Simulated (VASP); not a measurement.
Set up this calculation in VASP 6.6.1, as the native input.

```
Task                   : single point
Functional             : LDA
Potentials or basis    : VASP PAW LDA potentials, release 64 (Cs_sv, Ru_pv)
Cutoff                 : 520 eV
k mesh                 : 7 × 7 × 5
Occupations            : methfessel-paxton, width 0.1 eV
Spin                   : no spin polarisation
Dipole correction      : no
Further INCAR settings : ALGO = Fast; EDIFF = 1e-06; NBANDS = 18
```

The structure of CsRu lies in POSCAR:

```
CsRu
1.0
    4.1756000900      0.0000000000      0.0000000000
   -2.0878000500      3.6161757600      0.0000000000
    0.0000000000      0.0000000000      4.5241393300
Cs Ru
1 1
Direct
   -0.0112100000     -0.0023170000      0.0400830000
    0.3354210000      0.6848380000      0.4922730000
```

The input as run:

INCAR

```
PREC = Accurate
ENCUT = 520
EDIFF = 1E-6
ISMEAR = 1
SIGMA = 0.1
LREAL = F
LASPH = T
NELM = 80
ALGO = Fast
ISIF = 2
LWAVE = F
LCHARG = F
GGA = CA
NBANDS = 18
```

KPOINTS

```
Automatic mesh
0
Gamma
  7 7 5
```

Potentials or basis: VASP PAW LDA potentials, release 64 (Cs_sv, Ru_pv).

Run with:

```console
$ cat potpaw_LDA.64/Cs_sv/POTCAR potpaw_LDA.64/Ru_pv/POTCAR > POTCAR
$ mpirun -np 1 vasp_std > vasp.out
```

Results of the run:

```json
{
 "Pressure": "-7.2 GPa",
 "Largest force": "0.110 eV/Å",
 "Band gap on the k mesh": "zero (an odd number of electrons rules out a gap without spin polarisation)"
}
```

Caveat: the cell stands under tension; spin-orbit coupling is left out, which moves the levels of the heavy elements.

Wall time 86 s on 1 thread of Intel(R) Xeon(R) Platinum 8259CL CPU @ 2.50GHz (Skylake/Cascade Lake), with other jobs on the host, peak memory 0.27 GiB.
